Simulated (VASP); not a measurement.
# Ni (Fm-3m) in VASP: single point with PBE

Aim: the single point of Ni with PBE.

All numbers are computed with VASP 6.6.1; they aren't measurements. Logs are shortened: lines on timing, memory, paths and dates and some standing lists are left out, and cuts for length are marked.

## Step 1: The cell of the first run

Symmetry: Fm-3m, No. 225, cubic system. The conventional cell has a = 3.517 Å, b = 3.517 Å, c = 3.517 Å, α = 90.00°, β = 90.00°, γ = 90.00°. Ni (site symmetry m-3m) has 12 Ni at 2.49 Å within 3.3 Å.

## Step 2: Single point, PBE, collinear spin, ferromagnetic start

Contents of INCAR:

```
SYSTEM = Ni
PREC     = Accurate       ! precision mode
ENCUT    = 520            ! plane-wave cutoff, eV
EDIFF    = 1E-6           ! SCF threshold, eV
ISMEAR   = 0              ! smearing method
SIGMA    = 0.05           ! smearing width, eV
LREAL    = .False.        ! projectors in reciprocal space
LASPH    = .True.         ! aspherical terms in the spheres
NELM     = 150            ! most SCF steps
ALGO     = Normal         ! electronic algorithm
ISIF     = 2              ! what is computed and relaxed
LWAVE    = .False.        ! write WAVECAR
LCHARG   = .False.        ! write CHGCAR
ISPIN    = 2              ! spin polarisation
MAGMOM   = 0.76           ! initial moments
LORBIT   = 11             ! projections on sites
LMAXMIX  = 4              ! l up to which the mixer works
GGA      = PE             ! functional
NBANDS   = 15             ! bands
```

Contents of KPOINTS:

```
Automatic mesh
0
Gamma
  22 22 22
  0 0 0
```

Contents of POSCAR:

```
Ni
1.0
    0.0000000000      1.7584574567      1.7584574567
    1.7584574567      0.0000000000      1.7584574567
    1.7584574567      1.7584574567      0.0000000000
Ni
1
Direct
    0.0000000000      0.0000000000      0.0000000000
```

Potentials or basis: VASP PAW PBE potentials, release 64 (Ni).

The run is started by

```bash
$ cat potpaw_PBE.64/Ni/POTCAR > POTCAR
$ mpirun -np 1 vasp_std > vasp.out
```

OUTCAR:

```text
SYSTEM = Ni
   PREC = Accurate
   ENCUT = 520
   EDIFF = 1E-6
   ISMEAR = 0
   LREAL = .False.
   LASPH = .True.
   NELM = 150
   ISIF = 2
   ISPIN = 2
   LORBIT = 11
   GGA = PE

 ion  position               nearest neighbor table
   1  0.000  0.000  0.000-

  LATTYP: Found a face centered cubic cell.
 ALAT       =     3.5169149134

  Lattice vectors:

 A1 = (   0.0000000000,   1.7584574567,   1.7584574567)
 A2 = (   1.7584574567,   0.0000000000,   1.7584574567)
 A3 = (   1.7584574567,   1.7584574567,   0.0000000000)

Analysis of symmetry for initial positions (statically):
=====================================================================
 Subroutine PRICEL returns:
 Original cell was already a primitive cell.

 Routine SETGRP: Setting up the symmetry group for a
 face centered cubic supercell.

 Subroutine GETGRP returns: Found 48 space group operations
 (whereof 48 operations were pure point group operations)
 out of a pool of 48 trial point group operations.

The static configuration has the point symmetry O_h .

Analysis of symmetry for dynamics (positions and initial velocities):
=====================================================================
 Subroutine PRICEL returns:
 Original cell was already a primitive cell.

 Routine SETGRP: Setting up the symmetry group for a
 face centered cubic supercell.

 Subroutine GETGRP returns: Found 48 space group operations
 (whereof 48 operations were pure point group operations)
 out of a pool of 48 trial point group operations.

The dynamic configuration has the point symmetry O_h .

Analysis of structural, dynamic, and magnetic symmetry:
=====================================================================
 Subroutine PRICEL returns:
 Original cell was already a primitive cell.

 Routine SETGRP: Setting up the symmetry group for a
 face centered cubic supercell.

 Subroutine GETGRP returns: Found 48 space group operations
 (whereof 48 operations were pure point group operations)
 out of a pool of 48 trial point group operations.

The overall configuration has the point symmetry O_h .

 Subroutine INISYM returns: Found 48 space group operations
 (whereof 48 operations are pure point group operations),
 and found     1 'primitive' translations

----------------------------------------------------------------------------------------

                                     Primitive cell

  volume of cell :      10.8749

  direct lattice vectors                    reciprocal lattice vectors
     0.000000000  1.758457457  1.758457457    -0.284340118  0.284340118  0.284340118
     1.758457457  0.000000000  1.758457457     0.284340118 -0.284340118  0.284340118
     1.758457457  1.758457457  0.000000000     0.284340118  0.284340118 -0.284340118

  length of vectors
     2.486834384  2.486834384  2.486834384     0.492491530  0.492491530  0.492491530

  position of ions in fractional coordinates (direct lattice)
     0.000000000  0.000000000  0.000000000

  ion indices of the primitive-cell ions
   primitive index   ion index
                 1           1

----------------------------------------------------------------------------------------

 KPOINTS: Automatic mesh

Automatic generation of k-mesh.
 Grid dimensions read from file:
 generate k-points for:   22   22   22

 Generating k-lattice:

  Cartesian coordinates                     Fractional coordinates (reciprocal lattice)
    -0.012924551  0.012924551  0.012924551     0.045454545  0.000000000  0.000000000
     0.012924551 -0.012924551  0.012924551     0.000000000  0.045454545  0.000000000
     0.012924551  0.012924551 -0.012924551     0.000000000  0.000000000  0.045454545

  Length of vectors
     0.022385979  0.022385979  0.022385979

  Shift w.r.t. Gamma in fractional coordinates (k-lattice)
     0.000000000  0.000000000  0.000000000

 Subroutine IBZKPT returns following result:
 ===========================================

 Found    328 irreducible k-points:

 Following reciprocal coordinates:
            Coordinates               Weight
  0.000000  0.000000  0.000000      1.000000
  0.045455  0.000000  0.000000      8.000000
  0.090909  0.000000  0.000000      8.000000
  0.136364  0.000000  0.000000      8.000000
  0.181818  0.000000  0.000000      8.000000
  0.227273  0.000000  0.000000      8.000000
[... 16 lines left out ...]
  0.500000  0.045455  0.000000     24.000000
 -0.454545  0.045455  0.000000     24.000000
 [... further k-points ...]
   k-points           NKPTS =    328   k-points in BZ     NKDIM =    328   number of bands    NBANDS=     15
   number of dos      NEDOS =    301   number of ions     NIONS =      1
   total plane-waves  NPLWV =   5832
   dimension x,y,z NGX =    18 NGY =   18 NGZ =   18
   dimension x,y,z NGXF=    36 NGYF=   36 NGZF=   36
   ions per type =               1
   NGX,Y,Z   is equivalent  to a cutoff of  12.03, 12.03, 12.03 a.u.
   NGXF,Y,Z  is equivalent  to a cutoff of  24.07, 24.07, 24.07 a.u.
 SYSTEM =  Ni
   PREC   = accura    normal or accurate (medium, high low for compatibility)
   ISTART =      0    job   : 0-new  1-cont  2-samecut
   ICHARG =      2    charge: 1-file 2-atom 10-const
   ISPIN  =      2    spin polarized calculation?
   LNONCOLLINEAR =      F non collinear calculations
   LSORBIT =      F    spin-orbit coupling
   LASPH  =      T    aspherical Exc in radial PAW
   ENCUT  =  520.0 eV  38.22 Ry    6.18 a.u.   4.62  4.62  4.62*2*pi/ulx,y,z
   NELM   =    150;   NELMIN=  2; NELMDL= -5     # of ELM steps
   EDIFF  = 0.1E-05   stopping-criterion for ELM
   LREAL  =      F    real-space projection
   EDIFFG = 0.1E-04   stopping-criterion for IOM
   NSW    =      0    number of steps for IOM
   IBRION =     -1    ionic relax: 0-MD 1-quasi-New 2-CG
   NFREE  =      0    steps in history (QN), initial steepest desc. (CG)
   ISIF   =      2    stress and relaxation
   ISYM   =      2    0-nonsym 1-usesym 2-fastsym
   POTIM  = 0.5000    time-step for ionic-motion
   TEBEG  =    0.0;   TEEND  =   0.0 temperature during run
   PSTRESS=    0.0 pullay stress
   NELECT =      10.0000    total number of electrons
   NUPDOWN=      -1.0000    fix difference up-down
   EMIN   =  10.00;   EMAX   =-10.00  energy-range for DOS
   EFERMI =   0.00;   METHOD = LEGACY
   ISMEAR =     0;   SIGMA  =   0.05  broadening in eV -4-tet -1-fermi 0-gaus
   EFERMI_NEDOS =   21; number of points for ismear=-14 and -15
   IALGO  =     38    algorithm
   IMIX   =      4    mixing-type and parameters
     AMIX     =   0.40;   BMIX     =  1.00
     AMIX_MAG =   1.60;   BMIX_MAG =  1.00
  volume/ion in A,a.u.               =      10.87        73.39
  Fermi-wavevector in a.u.,A,eV,Ry     =   1.591963  3.008374 34.481873  2.534346
  Thomas-Fermi vector in A             =   2.690422
   LORBIT       =     11    0 simple, 1 ext, 2 COOP (PROOUT), +10 PAW based schemes
   GGA     = PE    functional components
   LHFCALC =     F    Hartree Fock is set to
   AEXX    =    0.0000 exact exchange contribution
   IVDW    =     0    specifies the selected vdW correction
   LEPSILON=     F    determine dielectric tensor
   LRPA    =     F    only Hartree local field effects (RPA)
 spin polarized calculation
 Gauss-broadening in eV      SIGMA  =   0.05
  energy-cutoff  :      520.00
  volume of cell :       10.87
 maximum number of plane-waves:       305
   NGX =  9   NGY =  9   NGZ =  9

 number of electron      10.0000013 magnetization       0.6443057

 Free energy of the ion-electron system (eV)
  ---------------------------------------------------
  ext. energy  EPLUGINS =         0.00000000
  ---------------------------------------------------
  free energy    TOTEN  =        -5.47174764 eV

  energy without entropy =       -5.46991157  energy(sigma->0) =       -5.47082961

 E-fermi :   9.3942     XC(G=0): -13.2586

 val. band max:        9.3897802925   @ k =   0.4545   0.0909   0.0455
 cond. band min:       9.3957172834   @ k =  -0.4091   0.1818   0.0000
 fundamental gap:      0.0059369910
 Fermi energy:         9.3942295998

 spin component 1

 k-point     1 :       0.0000    0.0000    0.0000
  band No.  band energies     occupation
      1       0.3685      1.00000
      2       6.9317      1.00000
      3       6.9317      1.00000
      4       6.9317      1.00000
      5       8.1149      1.00000
      6       8.1149      1.00000
      7      33.1111      0.00000
      8      36.9742      0.00000
      9      36.9743      0.00000
     10      36.9743      0.00000
     11      39.9101      0.00000
     12      39.9101      0.00000
     13      39.9101      0.00000
     14      42.8793      0.00000
     15      49.1769      0.00000
[... 397 lines left out ...]
 k-point    24 :      -0.4545    0.0455    0.0000
  band No.  band energies     occupation
      1       4.5680      1.00000
      2       6.9304      1.00000
      3       6.9882      1.00000
      4       8.2629      1.00000
      5       8.7264      1.00000
      6       9.5044      0.00091
      7      15.2980      0.00000
      8      31.1392      0.00000
      9      33.1948      0.00000
     10      33.8063      0.00000
     11      37.3831      0.00000
     12      38.0854      0.00000
     13      43.6092      0.00000
     14      54.5279      0.00000
     15      54.6091      0.00000

 [... further k-points ...]

 spin component 2

 k-point     1 :       0.0000    0.0000    0.0000
  band No.  band energies     occupation
      1       0.3351      1.00000
      2       7.7075      1.00000
      3       7.7075      1.00000
      4       7.7075      1.00000
      5       8.7127      1.00000
      6       8.7127      1.00000
      7      32.9475      0.00000
      8      36.9562      0.00000
      9      36.9562      0.00000
     10      36.9562      0.00000
     11      40.0166      0.00000
     12      40.0166      0.00000
     13      40.0166      0.00000
     14      42.7572      0.00000
     15      49.3824      0.00000
[... 397 lines left out ...]
 k-point    24 :      -0.4545    0.0455    0.0000
  band No.  band energies     occupation
      1       5.0060      1.00000
      2       7.5506      1.00000
      3       7.6204      1.00000
      4       8.5941      1.00000
      5       9.5018      0.00118
      6       9.9311      0.00000
      7      15.7097      0.00000
      8      31.0399      0.00000
      9      33.2560      0.00000
     10      33.8930      0.00000
     11      37.4315      0.00000
     12      38.1169      0.00000
     13      43.7342      0.00000
     14      54.6820      0.00000
     15      55.2436      0.00000

 [... further k-points ...]
[... 5 lines left out ...]
  --------------------------------------------------------------------------------------
  -------------------------------------------------------------------------------------
  Total        0.0175355      0.0175355      0.0175355      0.0000000     -0.0000000      0.0000000
  in kB        2.5834646      2.5834646      2.5834646      0.0000000     -0.0000000      0.0000000
  external PRESSURE =       2.5834646 kB  Pullay stress =       0.0000000 kB

 VOLUME and BASIS-vectors are now :
 -----------------------------------------------------------------------------
  energy-cutoff  :      520.00
  volume of cell :       10.87
      direct lattice vectors                 reciprocal lattice vectors
     0.000000000  1.758457457  1.758457457    -0.284340118  0.284340118  0.284340118
     1.758457457  0.000000000  1.758457457     0.284340118 -0.284340118  0.284340118
     1.758457457  1.758457457  0.000000000     0.284340118  0.284340118 -0.284340118

 POSITION                                       TOTAL-FORCE (eV/Angst)
 -----------------------------------------------------------------------------------
      0.00000      0.00000      0.00000         0.000000     -0.000000      0.000000
 -----------------------------------------------------------------------------------
    total drift:                                0.000000     -0.000000     -0.000000

  FREE ENERGIE OF THE ION-ELECTRON SYSTEM (eV)
  ---------------------------------------------------
  free  energy   TOTEN  =        -5.4717476421 eV

  energy  without entropy=       -5.4699115734  energy(sigma->0) =       -5.47082961

 total charge

# of ion       s       p       d       tot
------------------------------------------
    1        0.498   0.499   8.313   9.310

 magnetization (x)

# of ion       s       p       d       tot
------------------------------------------
    1       -0.006  -0.025   0.688   0.657
```

Wall time 3 min (1 thread of Intel Xeon 6975P-C, shared host); peak memory 0.19 GiB.

Results:

```yaml
Free_energy: -5.4717 eV
Pressure: 0.3 GPa
Net_moment: 0.64 μB per cell
Site_moments: Ni +0.66 μB
Valence_electrons_inside_the_program's_atomic_spheres: Ni 9.31
```
